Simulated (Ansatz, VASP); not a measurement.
# Co4F: VASP beside Ansatz

```
Co F
1.0
    -2.33864    2.33864    2.33864
     2.33864   -2.33864    2.33864
     2.33864    2.33864   -2.33864
Co F
4 1
Direct
  0.00000 0.00000 0.50000
  0.50000 0.00000 0.00000
  0.50000 0.50000 0.50000
  0.00000 0.50000 0.00000
  0.00000 0.00000 0.00000
```

Change from the starting cell: species swapped into the NiHg4 type (Im-3m, No. 229).

Alike in both runs: task relaxation of cell and atoms; functional PBE; k mesh 6 × 6 × 6; occupations gaussian, width 0.1 eV; collinear spin.

|  | VASP | Ansatz |
| --- | --- | --- |
| version | VASP 6.6.1 | Ansatz 0.2.0 |
| potentials or method | VASP PAW PBE potentials, release 64 (Co, F), cutoff 600 eV | scalar-relativistic, plane waves, PAW |
| valence electrons in the cell | 43 | 75 |

|  | VASP | Ansatz | Ansatz less VASP |
| --- | --- | --- | --- |
| gap on the k mesh at the Fermi level, each at its own relaxed structure (eV) | none | none | - |
| net moment per atom (μB) | 1.63 | 1.64 | +0.013 |
| size of the moment on the site where the two differ most (μB) | 2.01 | 1.99 | -0.019 |
| relaxed volume (Å³/atom) | 12.98 | 13.02 | +0.038 |
| relaxed cell length with the largest relative difference (Å) | 4.385 | 4.389 | +0.0043 |

Site moments also hang on the region over which each program counts them. A gap of «none» marks a metal or a gap that the smearing closes. VASP's potentials hold 43 valence electrons a cell and Ansatz's 75, so a difference there can come from the potentials and not from the codes.

Noted on VASP's run: the volume moved by over 15 % at a fixed basis, so the end points are rough.
